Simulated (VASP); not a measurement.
La, 1 atom in the cell. Symmetry: Im-3m, No. 229, cubic system. Conventional cell: a = 4.210 Å, b = 4.210 Å, c = 4.210 Å, α = 90.00°, β = 90.00°, γ = 90.00°. La (site symmetry m-3m) has 14 La at 3.65 to 4.21 Å within 4.8 Å. This isn't the form of La at room conditions, which is double hcp.

| Quantity | Value |
| --- | --- |
| Program | VASP 6.6.1 |
| Task | relaxation of cell and atoms |
| Functional | PBEsol |
| Potentials or basis | VASP PAW PBE potentials, release 64 (La) |
| Cutoff | 500 eV |
| k mesh | 6 × 6 × 6 |
| Occupations | methfessel-paxton, width 0.1 eV |
| Spin | no spin polarisation |
| Target pressure | 5 GPa |
| Dipole correction | no |
| Further INCAR settings | ALGO = Normal; EDIFF = 1e-07; IBRION = 2; EDIFFG = -0.03; NSW = 80; ISIF = 3 |

Potentials or basis: VASP PAW PBE potentials, release 64 (La).

Run with:

```bash
$ cat potpaw_PBE.64/La/POTCAR > POTCAR
$ mpirun -np 1 vasp_std > vasp.out
```

Hardware: 1 thread of AMD EPYC 7R13 Processor (Zen 3), on a shared host.

Q: Estimate the wall time of this run.

A: It took 27 s on 1 thread of AMD EPYC 7R13 Processor (Zen 3), with other jobs on the host, peak memory 0.14 GiB. Counts: scf iterations 33, k points 16, ion steps 3.
